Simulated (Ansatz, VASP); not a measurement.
## Zn: VASP beside Ansatz

File POSCAR:

```
Zn
1.0
    2.6135017449      0.0000000000      0.0000000000
   -1.3067508724      2.2633589039      0.0000000000
    0.0000000000      0.0000000000      9.7588789650
Zn
4
Direct
    0.0000000000      0.0000000000      1.0000000000
    0.0000000000      1.0000000000      0.5000000000
    0.3333333333      0.6666666667      0.2500000000
    0.6666666667      0.3333333333      0.7500000000
```

INCAR.step1

```
PREC = Accurate
ENCUT = 520
ISMEAR = -1
SIGMA = 0.1
LREAL = F
LASPH = T
NELM = 100
NBANDS = 32
GGA = PE
ALGO = Normal
EDIFF = 1E-4
LWAVE = T
LCHARG = F
```

The input INCAR.step2:

```
PREC = Accurate
ENCUT = 520
EDIFF = 1E-7
ISMEAR = -1
SIGMA = 0.1
LREAL = F
LASPH = T
NELM = 100
ALGO = Normal
ISIF = 2
LWAVE = F
LCHARG = F
METAGGA = R2SCAN
LMIXTAU = T
NBANDS = 32
ISTART = 1
```

KPOINTS

```
regular mesh
0
Gamma
  16 16 4
```

Input for Ansatz:

```yaml
crystal:
  lattice:
    - [2.6135017449, 0.0, 0.0]
    - [-1.3067508724, 2.2633589039, 0.0]
    - [0.0, 0.0, 9.758878965]
  atoms:
    - { symbol: Zn, position: [0.0, 0.0, 1.0] }
    - { symbol: Zn, position: [0.0, 1.0, 0.5] }
    - { symbol: Zn, position: [0.3333333333, 0.6666666667, 0.25] }
    - { symbol: Zn, position: [0.6666666667, 0.3333333333, 0.75] }
hamiltonian:
  xc: r2scan
  pseudopotentials:
    kind: paw
    azcp:
      Zn: "pseudopotentials/Zn.paw.azcp"
basis:
  ecutwfc: 500
  fft_grid_basis: typed
kpoints:
  mp_grid: { grid: [16, 16, 4], shift: [0, 0, 0] }
magnetization:
  spin_polarized: false
scf:
  occupations: { method: fermi_dirac, width: 0.1 }
  lower_state_search: "off"
output:
  stress: true
```

Alike in both runs: task single point; functional r2SCAN; k mesh 16 × 16 × 4; occupations fermi-dirac, width 0.1 eV; no spin polarisation.

|  | VASP | Ansatz |
| --- | --- | --- |
| version | VASP 6.6.1 | Ansatz 0.2.0 |
| potentials or method | VASP PAW PBE potentials, release 64 (Zn), cutoff 520 eV | plane waves (500 eV) with PAW, scalar-relativistic |
| valence electrons in the cell | 48 | 48 |

```csv
,VASP,Ansatz,Ansatz less VASP
pressure (GPa),0.4,0.0,-0.37
"traceless stress, the component that is largest in VASP (GPa)",-0.71,-0.41,+0.299
```

VASP's potentials were made for PBE, not for r2SCAN. The functional is the same, so the differences come from potentials, cutoffs and numerics.
